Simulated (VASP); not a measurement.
Wanted: the native input for a VASP 6.6.1 run.

```
Task                   : single point
Functional             : PBE
Potentials or basis    : VASP PAW PBE potentials, release 64 (Ta_pv, K_sv, O)
Cutoff                 : 520 eV
k mesh                 : 7 × 7 × 7
Occupations            : gaussian, width 0.011 eV
Spin                   : no spin polarisation
Dipole correction      : no
Further INCAR settings : ALGO = Normal; EDIFF = 1e-06; NBANDS = 27
```

The structure of KTaO3 lies in POSCAR:

```
KTaO3
1.0
    3.9883000000      0.0000000000      0.0000000000
    0.0000000000      3.9883000000      0.0000000000
    0.0000000000      0.0000000000      3.9883000000
Ta K O
1 1 3
Direct
    0.0000000000      0.0000000000      0.0000000000
    0.5000000000      0.5000000000      0.5000000000
    0.0000000000      0.0000000000      0.5000000000
    0.0000000000      0.5000000000      0.0000000000
    0.5000000000      0.0000000000      0.0000000000
```

These files were run (other wordings do the same):

INCAR

```
ALGO = Normal ; EDIFF = 1E-6
ENCUT = 520 ; GGA = PE
ISIF = 2 ; ISMEAR = 0
LASPH = T ; LCHARG = F
LREAL = F ; LWAVE = F
NBANDS = 27 ; NELM = 60
PREC = Accurate ; SIGMA = 0.011
```

KPOINTS

```
k-points
0
Gamma
  7 7 7
```

Potentials or basis: VASP PAW PBE potentials, release 64 (Ta_pv, K_sv, O).

Command:

```bash
$ cat potpaw_PBE.64/Ta_pv/POTCAR potpaw_PBE.64/K_sv/POTCAR potpaw_PBE.64/O/POTCAR > POTCAR
$ mpirun -np 1 vasp_std > vasp.out
```

Results of the run:

```json
{
  "Pressure": "6.1 GPa",
  "Band gap on the k mesh": "2.23 eV, indirect (least direct gap 2.80 eV)"
}
```

Caveat: spin-orbit coupling is left out, which moves the levels of the heavy elements.

It took 28 s on 1 thread of Intel(R) Xeon(R) Platinum 8488C (Sapphire Rapids), with other jobs on the host, peak memory 0.18 GiB.
